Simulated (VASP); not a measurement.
# CaO (I4/mmm) in VASP: further runs

CaO is run at these levels: r2SCAN; tasks: single point.

Everything below comes from runs of VASP 6.6.1. Logs are shortened: lines on timing, memory, paths and dates and some standing lists are left out, and cuts for length are marked.

## Step 1: The cell of the first run

Symmetry: I4/mmm, No. 139, tetragonal system. Conventional cell: a = 3.407 Å, b = 3.407 Å, c = 4.782 Å, α = 90.00°, β = 90.00°, γ = 90.00°. Within 3.2 Å of Ca (site symmetry 4/mmm) lie 6 O at 2.39 to 2.41 Å. O (site symmetry 4/mmm) has 6 Ca at 2.39 to 2.41 Å within 3.2 Å.

## Step 2: Single point, r2SCAN (in-plane strain +0.005, then relaxed in part)

File POSCAR:

```
CaO
1.0
    2.4094286118      2.4094286118      0.0000000000
   -2.4094286118      2.4094286118      0.0000000000
    0.0000000000      2.4094286118      2.3910921955
Ca O
1 1
Direct
    0.0000000000      0.0000000000      0.0000000000
    0.5000000000      0.5000000000      0.0000000000
```

File INCAR.step1:

```
PREC     = Accurate       # precision mode
ENCUT    = 520            # plane-wave cutoff, eV
ISMEAR   = 0              # smearing method
SIGMA    = 0.01           # smearing width, eV
LREAL    = F              # projectors in reciprocal space
LASPH    = T              # aspherical terms in the spheres
NELM     = 100            # most SCF steps
NBANDS   = 15             # bands
GGA      = PE             # functional
ALGO     = Normal         # electronic algorithm
EDIFF    = 1E-4           # SCF threshold, eV
LWAVE    = T              # write WAVECAR
LCHARG   = F              # write CHGCAR
```

File INCAR.step2:

```
PREC     = Accurate       # precision mode
ENCUT    = 520            # plane-wave cutoff, eV
EDIFF    = 1E-6           # SCF threshold, eV
ISMEAR   = 0              # smearing method
SIGMA    = 0.01           # smearing width, eV
LREAL    = F              # projectors in reciprocal space
LASPH    = T              # aspherical terms in the spheres
NELM     = 100            # most SCF steps
ALGO     = Normal         # electronic algorithm
ISIF     = 2              # what is computed and relaxed
LWAVE    = F              # write WAVECAR
LCHARG   = F              # write CHGCAR
METAGGA  = R2SCAN         # meta-GGA
LMIXTAU  = T            
NBANDS   = 15             # bands
ISTART   = 1
```

File KPOINTS:

```
regular mesh
0
Gamma
  8 8 8
```

Potentials or basis: VASP PAW PBE potentials, release 64 (Ca_sv, O).

Command:

```sh
$ cat potpaw_PBE.64/Ca_sv/POTCAR potpaw_PBE.64/O/POTCAR > POTCAR
$ cp INCAR.step1 INCAR
$ mpirun -np 1 vasp_std > vasp.out
$ cp INCAR.step2 INCAR
$ mpirun -np 1 vasp_std > vasp.out
```

OUTCAR:

```text
PREC = Accurate
   ENCUT = 520
   EDIFF = 1E-6
   ISMEAR = 0
   LREAL = F
   LASPH = T
   NELM = 100
   ISIF = 2
   METAGGA = R2SCAN
   ISTART = 1

 ion  position               nearest neighbor table
   1  0.000  0.000  0.000-   2 2.39   2 2.39   2 2.41   2 2.41   2 2.41   2 2.41
   2  0.500  0.500  0.000-   1 2.39   1 2.39   1 2.41   1 2.41   1 2.41   1 2.41

  LATTYP: Found a body centered tetragonal cell.
 ALAT       =     3.4074466204
 C/A-ratio  =     1.4034510071

  Lattice vectors:

 A1 = (   2.4094286118,   0.0000000000,  -2.3910921955)
 A2 = (  -2.4094286118,   0.0000000000,  -2.3910921955)
 A3 = (   0.0000000000,   2.4094286118,   2.3910921955)

Analysis of symmetry for initial positions (statically):
=====================================================================
 Subroutine PRICEL returns:
 Original cell was already a primitive cell.

 Routine SETGRP: Setting up the symmetry group for a
 body centered tetragonal supercell.

 Subroutine GETGRP returns: Found 16 space group operations
 (whereof 16 operations were pure point group operations)
 out of a pool of 16 trial point group operations.

The static configuration has the point symmetry D_4h.

Analysis of symmetry for dynamics (positions and initial velocities):
=====================================================================
 Subroutine PRICEL returns:
 Original cell was already a primitive cell.

 Routine SETGRP: Setting up the symmetry group for a
 body centered tetragonal supercell.

 Subroutine GETGRP returns: Found 16 space group operations
 (whereof 16 operations were pure point group operations)
 out of a pool of 16 trial point group operations.

The dynamic configuration has the point symmetry D_4h.

 Subroutine INISYM returns: Found 16 space group operations
 (whereof 16 operations are pure point group operations),
 and found     1 'primitive' translations

----------------------------------------------------------------------------------------

                                     Primitive cell

  volume of cell :      27.7622

  direct lattice vectors                    reciprocal lattice vectors
     2.409428612  2.409428612  0.000000000     0.207518080  0.207518080 -0.209109461
    -2.409428612  2.409428612  0.000000000    -0.207518080  0.207518080 -0.209109461
     0.000000000  2.409428612  2.391092196     0.000000000  0.000000000  0.418218922

  length of vectors
     3.407446620  3.407446620  3.394505579     0.360352985  0.360352985  0.418218922

  position of ions in fractional coordinates (direct lattice)
     0.000000000  0.000000000  0.000000000
     0.500000000  0.500000000  0.000000000

  ion indices of the primitive-cell ions
   primitive index   ion index
                 1           1
                 2           2

----------------------------------------------------------------------------------------

 KPOINTS: regular mesh

Automatic generation of k-mesh.
 Grid dimensions read from file:
 generate k-points for:    8    8    8

 Generating k-lattice:

  Cartesian coordinates                     Fractional coordinates (reciprocal lattice)
     0.025939760  0.025939760 -0.026138683     0.125000000  0.000000000 -0.000000000
    -0.025939760  0.025939760 -0.026138683     0.000000000  0.125000000 -0.000000000
     0.000000000  0.000000000  0.052277365     0.000000000  0.000000000  0.125000000

  Length of vectors
     0.045044123  0.045044123  0.052277365

  Shift w.r.t. Gamma in fractional coordinates (k-lattice)
     0.000000000  0.000000000  0.000000000

 Subroutine IBZKPT returns following result:
 ===========================================

 Found     59 irreducible k-points:

 Following reciprocal coordinates:
            Coordinates               Weight
  0.000000  0.000000  0.000000      1.000000
  0.125000  0.000000 -0.000000      8.000000
  0.250000  0.000000 -0.000000      8.000000
  0.375000  0.000000  0.000000      8.000000
  0.500000  0.000000 -0.000000      4.000000
  0.125000  0.125000 -0.000000      8.000000
[... 16 lines left out ...]
  0.250000  0.000000  0.125000      4.000000
  0.375000  0.000000  0.125000      8.000000
 [... further k-points ...]
   k-points           NKPTS =     59   k-points in BZ     NKDIM =     59   number of bands    NBANDS=     15
   number of dos      NEDOS =    301   number of ions     NIONS =      2
   total plane-waves  NPLWV =  21952
   dimension x,y,z NGX =    28 NGY =   28 NGZ =   28
   dimension x,y,z NGXF=    56 NGYF=   56 NGZF=   56
   ions per type =               1   1
   NGX,Y,Z   is equivalent  to a cutoff of  13.66, 13.66, 13.71 a.u.
   NGXF,Y,Z  is equivalent  to a cutoff of  27.32, 27.32, 27.43 a.u.
 SYSTEM =  unknown system
   PREC   = accura    normal or accurate (medium, high low for compatibility)
   ISTART =      1    job   : 0-new  1-cont  2-samecut
   ICHARG =      0    charge: 1-file 2-atom 10-const
   ISPIN  =      1    spin polarized calculation?
   LNONCOLLINEAR =      F non collinear calculations
   LSORBIT =      F    spin-orbit coupling
   LASPH  =      T    aspherical Exc in radial PAW
   ENCUT  =  520.0 eV  38.22 Ry    6.18 a.u.   6.34  6.34  6.31*2*pi/ulx,y,z
   NELM   =    100;   NELMIN=  2; NELMDL=  0     # of ELM steps
   EDIFF  = 0.1E-05   stopping-criterion for ELM
   LREAL  =      F    real-space projection
   EDIFFG = 0.1E-04   stopping-criterion for IOM
   NSW    =      0    number of steps for IOM
   IBRION =     -1    ionic relax: 0-MD 1-quasi-New 2-CG
   NFREE  =      0    steps in history (QN), initial steepest desc. (CG)
   ISIF   =      2    stress and relaxation
   ISYM   =      2    0-nonsym 1-usesym 2-fastsym
   POTIM  = 0.5000    time-step for ionic-motion
   TEBEG  =    0.0;   TEEND  =   0.0 temperature during run
   PSTRESS=    0.0 pullay stress
   NELECT =      16.0000    total number of electrons
   NUPDOWN=      -1.0000    fix difference up-down
   EMIN   =  10.00;   EMAX   =-10.00  energy-range for DOS
   EFERMI =   0.00;   METHOD = LEGACY
   ISMEAR =     0;   SIGMA  =   0.01  broadening in eV -4-tet -1-fermi 0-gaus
   EFERMI_NEDOS =   21; number of points for ismear=-14 and -15
   IALGO  =     38    algorithm
   IMIX   =      4    mixing-type and parameters
     AMIX     =   0.40;   BMIX     =  1.00
     AMIX_MAG =   1.60;   BMIX_MAG =  1.00
  volume/ion in A,a.u.               =      13.88        93.67
  Fermi-wavevector in a.u.,A,eV,Ry     =   1.362375  2.574516 25.253307  1.856066
  Thomas-Fermi vector in A             =   2.488870
   LORBIT       =      0    0 simple, 1 ext, 2 COOP (PROOUT), +10 PAW based schemes
   METAGGA = R2SCAN    functional components
   LHFCALC =     F    Hartree Fock is set to
   AEXX    =    0.0000 exact exchange contribution
   IVDW    =     0    specifies the selected vdW correction
   LEPSILON=     F    determine dielectric tensor
   LRPA    =     F    only Hartree local field effects (RPA)
 non-spin polarized calculation
 Gauss-broadening in eV      SIGMA  =   0.01
  energy-cutoff  :      520.00
  volume of cell :       27.76
 maximum number of plane-waves:       759
 NGX is ok and might be reduce to    28
   NGX = 13   NGY = 13   NGZ = 13

 number of electron      15.9999997 magnetization

 Free energy of the ion-electron system (eV)
  ---------------------------------------------------
  ext. energy  EPLUGINS =         0.00000000
  ---------------------------------------------------
  free energy    TOTEN  =       -19.45347871 eV

  energy without entropy =      -19.45347871  energy(sigma->0) =      -19.45347871

 E-fermi :   2.1208     XC(G=0): -11.0738

 val. band max:        2.0270258264   @ k =   0.0000   0.0000   0.0000
 cond. band min:       6.1857468337   @ k =   0.0000   0.0000   0.5000
 fundamental gap:      4.1587210072
 Fermi energy:         2.1207873308

 k-point     1 :       0.0000    0.0000    0.0000
  band No.  band energies     occupation
      1     -37.0417      2.00000
      2     -16.9357      2.00000
      3     -16.9357      2.00000
      4     -16.9299      2.00000
      5     -14.4591      2.00000
      6       2.0080      2.00000
      7       2.0080      2.00000
      8       2.0270      2.00000
      9       7.4395      0.00000
     10       8.8506      0.00000
     11       8.8506      0.00000
     12       8.9015      0.00000
     13      10.4271      0.00000
     14      10.5012      0.00000
     15      17.7869      0.00000

 k-point     2 :       0.1250    0.0000   -0.0000
  band No.  band energies     occupation
      1     -37.0270      2.00000
      2     -17.1736      2.00000
      3     -16.9437      2.00000
      4     -16.9388      2.00000
      5     -14.2099      2.00000
      6       1.5003      2.00000
      7       1.8019      2.00000
      8       1.8125      2.00000
      9       8.1192      0.00000
     10       8.8218      0.00000
     11       9.1244      0.00000
     12       9.1533      0.00000
     13      10.7979      0.00000
     14      10.8762      0.00000
     15      18.3866      0.00000

 k-point     3 :       0.2500    0.0000   -0.0000
  band No.  band energies     occupation
      1     -36.9912      2.00000
      2     -17.6333      2.00000
      3     -16.9632      2.00000
      4     -16.9553      2.00000
      5     -13.7262      2.00000
      6       0.5135      2.00000
      7       1.3568      2.00000
      8       1.3621      2.00000
      9       8.8939      0.00000
     10       9.5949      0.00000
     11       9.8437      0.00000
     12       9.8571      0.00000
     13      11.6960      0.00000
     14      11.7824      0.00000
     15      18.7674      0.00000

 k-point     4 :       0.3750    0.0000    0.0000
  band No.  band energies     occupation
      1     -36.9552      2.00000
      2     -18.0033      2.00000
      3     -16.9824      2.00000
      4     -16.9716      2.00000
      5     -13.3293      2.00000
      6      -0.2902      2.00000
      7       0.9668      2.00000
      8       0.9674      2.00000
      9       9.3564      0.00000
     10      10.6741      0.00000
     11      10.6770      0.00000
     12      10.8366      0.00000
     13      12.6789      0.00000
     14      12.7661      0.00000
     15      17.7604      0.00000
[... 307 lines left out ...]
 k-point    22 :       0.0000    0.0000    0.1250
  band No.  band energies     occupation
      1     -37.0219      2.00000
      2     -17.1869      2.00000
      3     -16.9695      2.00000
      4     -16.9695      2.00000
      5     -14.1542      2.00000
      6       1.2015      2.00000
      7       1.8866      2.00000
      8       1.8866      2.00000
      9       8.1611      0.00000
     10       8.3463      0.00000
     11       9.4459      0.00000
     12       9.4459      0.00000
     13      10.5866      0.00000
     14      11.3722      0.00000
     15      18.6325      0.00000

 k-point    23 :       0.2500    0.0000    0.1250
  band No.  band energies     occupation
      1     -37.0056      2.00000
      2     -17.4116      2.00000
      3     -17.0003      2.00000
      4     -16.9395      2.00000
      5     -13.9425      2.00000
      6       0.8643      2.00000
      7       1.4458      2.00000
      8       1.7656      2.00000
      9       8.6264      0.00000
     10       8.9192      0.00000
     11       9.3205      0.00000
     12       9.9510      0.00000
     13      11.1583      0.00000
     14      11.5732      0.00000
     15      18.9854      0.00000

 k-point    24 :       0.3750    0.0000    0.1250
  band No.  band energies     occupation
      1     -36.9699      2.00000
      2     -17.7526      2.00000
      3     -17.0521      2.00000
      4     -16.9592      2.00000
      5     -13.5837      2.00000
      6       0.1534      2.00000
      7       1.0668      2.00000
      8       1.3867      2.00000
      9       8.8161      0.00000
     10       9.9738      0.00000
     11       9.9975      0.00000
     12      10.7810      0.00000
     13      12.1378      0.00000
     14      12.4915      0.00000
     15      18.6379      0.00000

 [... further k-points ...]
[... 5 lines left out ...]
  --------------------------------------------------------------------------------------
  -------------------------------------------------------------------------------------
  Total       -0.0460798     -0.0460798      0.1918402      0.0000000     -0.0000000     -0.0000000
  in kB       -2.6592945     -2.6592945     11.0712249      0.0000000     -0.0000000     -0.0000000
  external PRESSURE =       1.9175453 kB  Pullay stress =       0.0000000 kB

 VOLUME and BASIS-vectors are now :
 -----------------------------------------------------------------------------
  energy-cutoff  :      520.00
  volume of cell :       27.76
      direct lattice vectors                 reciprocal lattice vectors
     2.409428612  2.409428612  0.000000000     0.207518080  0.207518080 -0.209109461
    -2.409428612  2.409428612  0.000000000    -0.207518080  0.207518080 -0.209109461
     0.000000000  2.409428612  2.391092196     0.000000000  0.000000000  0.418218922

 POSITION                                       TOTAL-FORCE (eV/Angst)
 -----------------------------------------------------------------------------------
      0.00000      0.00000      0.00000        -0.000000      0.000000      0.000000
      0.00000      2.40943      0.00000         0.000000     -0.000000      0.000000
 -----------------------------------------------------------------------------------
    total drift:                               -0.000000      0.000000     -0.000000

  FREE ENERGIE OF THE ION-ELECTRON SYSTEM (eV)
  ---------------------------------------------------
  free  energy   TOTEN  =       -19.4534787073 eV

  energy  without entropy=      -19.4534787073  energy(sigma->0) =      -19.45347871
```

It took 52 s on 1 thread of Intel Xeon 6975P-C (Granite Rapids), shared host; peak memory 0.17 GiB.

Results:

```
Free energy            : -19.4535 eV
Pressure               : 0.2 GPa
Band gap on the k mesh : 4.16 eV, indirect (least direct gap 4.56 eV)
```

Levels at points of the mesh, in eV from the valence-band top:
```
           k point  band 4  band 5  band 6  band 7  band 8  band 9  band 10  band 11  band 12  band 13
(0.00, 0.00, 0.00)  -18.96  -16.49   -0.02   -0.02    0.00    5.41     6.82     6.82     6.87     8.40
(0.50, 0.00, 0.00)  -19.01  -15.21   -2.62   -1.21   -1.21    7.68     9.03     9.04     9.20    11.14
(0.50, 0.50, 0.00)  -19.18  -16.27   -1.32   -0.39   -0.37    4.19     8.74     9.62    10.19    10.25
(0.00, 0.00, 0.50)  -19.19  -16.27   -1.28   -0.40   -0.40    4.16     8.76     9.62    10.22    10.22
```

Caveat: the cell differs from its parent crystal (in-plane strain +0.005, then relaxed in part); the PAW data sets were made with another functional, which shifts forces and pressure a little. A k mesh can miss the band edges.

(Part 1 of 2 ends here.)
